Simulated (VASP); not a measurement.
# H4C in VASP: notebook, part 2 of 2

VASP 6.6.1. Earlier steps stand in the parts before.

## (3) Relaxation of the atoms, r2SCAN+D3(BJ)

Contents of POSCAR:

```
H4C
1.0
    8.6854290000      0.0000000000      0.0000000000
    0.0000000000      8.6854290000      0.0000000000
    0.0000000000      0.0000000000      8.6854290000
C H
8 32
Direct
    0.5418548000      0.0278132000      0.5734144000
    0.4557678000      0.4351534000      0.2723411000
    0.6242195000      0.7683014000      0.9574655000
    0.2599784000      0.7161541000      0.6846469000
    0.7740924000      0.2118026000      0.1396929000
    0.1161334000      0.3846097000      0.2877948000
    0.8491722000      0.1620743000      0.7433253000
    0.5896536000      0.5552831000      0.6024911000
    0.6171023000      0.0950124000      0.6479932000
    0.4654416000     -0.0426589000      0.6436613000
    0.6113025000     -0.0463763000      0.4998422000
    0.4735729000      0.1052757000      0.5021607000
    0.5031523000      0.5172703000      0.3545083000
    0.4049725000      0.3385955000      0.3342794000
    0.5473490000      0.3933039000      0.1974983000
    0.3675975000      0.4914436000      0.2030783000
    0.7223080000      0.8464876000      0.9598127000
    0.5334652000      0.8128221000      1.0317723000
    0.6599351000      0.6551651000      0.9982639000
    0.5811698000      0.7587310000      0.8400132000
    0.3301437000      0.8188582000      0.6682567000
    0.1917742000      0.7283561000      0.7892377000
    0.3345282000      0.6157601000      0.6948101000
    0.1834675000      0.7016422000      0.5862832000
    0.7613754000      0.0882495000      0.1573805000
    0.8141944000      0.2653347000      0.2458346000
    0.6633388000      0.2610268000      0.1072807000
    0.8574610000      0.2325993000      0.0482757000
    0.1096605000      0.5084178000      0.2685703000
    0.0104611000      0.3304248000      0.2473314000
    0.1304342000      0.3620132000      0.4103705000
    0.2139778000      0.3375829000      0.2249069000
    0.9472189000      0.0839419000      0.7480276000
    0.8839889000      0.2753880000      0.7844073000
    0.7569055000      0.1178094000      0.8159021000
    0.8085757000      0.1711580000      0.6249642000
    0.6568415000      0.6357721000      0.6713913000
    0.5385206000      0.4686290000      0.6774339000
    0.6644781000      0.4992887000      0.5187902000
    0.4987741000      0.6174425000      0.5423491000
```

Contents of INCAR.step1:

```
ALGO     = Normal         # electronic algorithm
EDIFF    = 1E-4           # SCF threshold, eV
ENCUT    = 520            # plane-wave cutoff, eV
GGA      = PE             # functional
ISMEAR   = -1             # smearing method
LASPH    = True           # aspherical terms in the spheres
LCHARG   = False          # write CHGCAR
LREAL    = Auto         
LWAVE    = True           # write WAVECAR
NELM     = 100            # most SCF steps
PREC     = Accurate       # precision mode
SIGMA    = 0.05           # smearing width, eV
```

Contents of INCAR.step2:

```
ALGO     = Normal         # electronic algorithm
EDIFF    = 1E-6           # SCF threshold, eV
EDIFFG   = -0.3           # ionic threshold
ENCUT    = 520            # plane-wave cutoff, eV
IBRION   = 2              # ionic algorithm
ISIF     = 2              # what is computed and relaxed
ISMEAR   = -1             # smearing method
ISTART   = 1            
IVDW     = 12             # dispersion correction
LASPH    = True           # aspherical terms in the spheres
LCHARG   = False          # write CHGCAR
LMIXTAU  = True         
LREAL    = Auto         
LWAVE    = False          # write WAVECAR
METAGGA  = R2SCAN         # meta-GGA
NELM     = 100            # most SCF steps
NSW      = 35             # ionic steps
PREC     = Accurate       # precision mode
SIGMA    = 0.05           # smearing width, eV
VDW_A1   = 0.49484001   
VDW_A2   = 5.73083694   
VDW_S6   = 1.0          
VDW_S8   = 0.78981345
```

Contents of KPOINTS:

```
k-points
0
Gamma
  1 1 1
```

Potentials or basis: VASP PAW PBE potentials, release 64 (C, H).

On the command line:

```bash
$ cat potpaw_PBE.64/C/POTCAR potpaw_PBE.64/H/POTCAR > POTCAR
$ cp INCAR.step1 INCAR
$ mpirun -np 1 vasp_gam > vasp.out
$ cp INCAR.step2 INCAR
$ mpirun -np 1 vasp_gam > vasp.out
```

It took 76 min on 1 thread of Intel Xeon Platinum 8488C (Sapphire Rapids), shared host; peak memory 0.85 GiB.

Results (log left out):

* Free energy: -200.1845 eV
* Energy gained by relaxing: 23.0 meV/atom
* Ionic steps: 23
* Pressure after relaxing: 0.1 GPa
* Largest force after relaxing: 0.169 eV/Å
* Band gap on the k mesh: 8.16 eV
* Dispersion energy per atom: -0.010 eV

Forces in eV/Å, atoms in the order of the input:
```
C    0.056  0.024  0.054
C   -0.014  0.021  0.000
C    0.002  0.005 -0.004
C    0.007 -0.008 -0.017
C   -0.058 -0.077  0.048
C    0.043  0.016 -0.021
C   -0.006 -0.014 -0.035
C   -0.049 -0.010  0.044
H    0.048  0.092  0.002
H    0.015 -0.004 -0.058
H   -0.109  0.058 -0.026
H    0.042 -0.081 -0.047
H   -0.014  0.070 -0.032
H    0.015  0.035 -0.063
H   -0.067  0.026 -0.016
H   -0.046 -0.023 -0.049
H   -0.011 -0.040  0.005
H    0.010  0.004  0.017
H    0.005  0.042  0.002
H   -0.039  0.014  0.007
H   -0.076  0.006 -0.030
H   -0.025 -0.043 -0.026
H   -0.042 -0.082  0.039
H    0.023  0.029  0.076
H    0.035  0.094 -0.041
H   -0.034 -0.077  0.092
H   -0.080 -0.094 -0.094
H    0.020 -0.090 -0.014
H    0.018 -0.042  0.162
H    0.013  0.073  0.097
H    0.010  0.149 -0.034
H    0.063 -0.080 -0.061
H   -0.021  0.001  0.002
H   -0.037 -0.026 -0.035
H    0.073  0.012  0.004
H    0.058  0.029 -0.042
H    0.078 -0.047 -0.013
H    0.081 -0.014 -0.029
H   -0.007  0.011  0.082
H    0.020  0.040  0.055
```

Stress tensor (GPa, compression positive):
```
 0.11  0.10  0.09
 0.10 -0.05  0.18
 0.09  0.18  0.10
```

Step by step:
| step | energy change (eV) | largest force (eV/Å) | pressure (GPa) |
| --- | --- | --- | --- |
| 1 | 0.0000 | 0.6118 | 0.55 |
| 2 | -0.0085 | 1.4887 | 1.20 |
| 3 | -0.0377 | 0.5385 | 0.89 |
| 4 | -0.0847 | 0.3604 | 1.24 |
| 5 | -0.0888 | 0.4554 | 1.38 |
| 6 | -0.1294 | 0.3421 | 1.25 |
| 7 | -0.2118 | 0.4869 | 0.87 |
| 8 | -0.2010 | 1.6191 | 0.07 |
| 9 | -0.2359 | 0.9804 | 0.51 |
| 10 | -0.2752 | 0.4909 | 0.42 |
| 11 | -0.3089 | 0.9973 | 0.24 |
| 12 | -0.3474 | 0.9478 | 0.24 |
| 13 | -0.4515 | 0.8245 | 0.19 |
| 14 | -0.6108 | 0.7426 | 0.08 |
| 15 | -0.7215 | 1.0066 | -0.31 |
| 16 | -0.7944 | 0.7138 | -0.12 |
| 17 | -0.7945 | 0.7824 | -0.11 |
| 18 | -0.8420 | 0.3781 | 0.19 |
| 19 | -0.8531 | 0.4058 | 0.42 |
| 20 | -0.8819 | 0.4661 | 0.37 |
| 21 | -0.8961 | 0.6195 | 0.29 |
| 22 | -0.9149 | 0.3164 | 0.17 |
| 23 | -0.9204 | 0.1685 | 0.05 |

Final structure:
```cif
data_structure
_symmetry_space_group_name_H-M 'P 1'
_symmetry_Int_Tables_number 1
_cell_length_a 8.6854
_cell_length_b 8.6854
_cell_length_c 8.6854
_cell_angle_alpha 90.000
_cell_angle_beta 90.000
_cell_angle_gamma 90.000
_cell_volume 655.20
loop_
_atom_site_label
_atom_site_type_symbol
_atom_site_fract_x
_atom_site_fract_y
_atom_site_fract_z
_atom_site_occupancy
C1 C 0.51866 0.02909 0.55293 1
C2 C 0.48438 0.45986 0.25059 1
C3 C 0.62084 0.77652 0.97028 1
C4 C 0.21918 0.70812 0.70061 1
C5 C 0.76623 0.18423 0.13255 1
C6 C 0.08043 0.37941 0.29329 1
C7 C 0.88778 0.17570 0.74835 1
C8 C 0.63357 0.54770 0.61222 1
H1 H 0.57946 0.11059 0.62571 1
H2 H 0.44703 0.95710 0.62614 1
H3 H 0.60263 0.95771 0.49251 1
H4 H 0.44624 0.09185 0.47195 1
H5 H 0.52566 0.55363 0.32202 1
H6 H 0.44594 0.36599 0.32468 1
H7 H 0.57786 0.42039 0.17743 1
H8 H 0.38918 0.50022 0.18011 1
H9 H 0.72258 0.84995 0.96715 1
H10 H 0.54016 0.82020 0.05579 1
H11 H 0.65368 0.65905 0.99978 1
H12 H 0.56648 0.77692 0.85739 1
H13 H 0.30093 0.80113 0.68222 1
H14 H 0.14373 0.73806 0.79623 1
H15 H 0.28375 0.60436 0.72791 1
H16 H 0.15186 0.68959 0.59617 1
H17 H 0.76798 0.06061 0.15498 1
H18 H 0.75266 0.24620 0.24033 1
H19 H 0.66954 0.21279 0.05854 1
H20 H 0.87238 0.22059 0.07727 1
H21 H 0.09855 0.50019 0.26386 1
H22 H 0.95917 0.35149 0.28307 1
H23 H 0.12024 0.35397 0.40963 1
H24 H 0.14444 0.30880 0.21221 1
H25 H 0.98223 0.09416 0.76182 1
H26 H 0.92206 0.28732 0.79451 1
H27 H 0.78697 0.13376 0.81004 1
H28 H 0.85929 0.18691 0.62689 1
H29 H 0.70423 0.61774 0.68828 1
H30 H 0.56700 0.46601 0.68063 1
H31 H 0.70546 0.48618 0.52970 1
H32 H 0.55393 0.62186 0.55010 1
```

Levels at points of the mesh, in eV from the valence-band top:
```tsv
k point	band 30	band 31	band 32	band 33	band 34	band 35
(0.00, 0.00, 0.00)	-0.17	-0.03	0.00	8.16	10.01	10.16
```

Caveat: the k points lie up to 0.72 Å⁻¹ apart; the PAW data sets were made with another functional, which shifts forces and pressure a little; the relaxation stopped at a loose force limit of 0.3 eV/Å, so its end isn't a converged minimum.
